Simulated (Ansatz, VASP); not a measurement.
NaCl in VASP and in Ansatz

```xyz
2
Lattice="0.0000 2.8638 2.8638 2.8638 0.0000 2.8638 2.8638 2.8638 0.0000" Properties=species:S:1:pos:R:3 pbc="T T T"
Na    0.0000    0.0000    0.0000
Cl    2.8638    2.8638    2.8638
```

Alike in both runs: task single point; functional PBE; k mesh 8 × 8 × 8; no spin polarisation.

|  | VASP | Ansatz |
| --- | --- | --- |
| version | VASP 6.6.1 | Ansatz 0.2.0 |
| potentials or method | VASP PAW PBE potentials, release 64 (Na_pv, Cl), cutoff 520 eV | PAW plane waves |
| occupations | fermi-dirac, width 0.1 eV | fermi-dirac |
| valence electrons in the cell | 14 | 16 |

|  | VASP | Ansatz | Ansatz less VASP |
| --- | --- | --- | --- |
| gap on the k mesh at the Fermi level (eV) | 4.93 | 4.94 | 0.000 |
| pressure (GPa) | -0.4 | -0.4 | +0.03 |

VASP's potentials hold 14 valence electrons a cell and Ansatz's 16, so a difference there can come from the potentials and not from the codes.
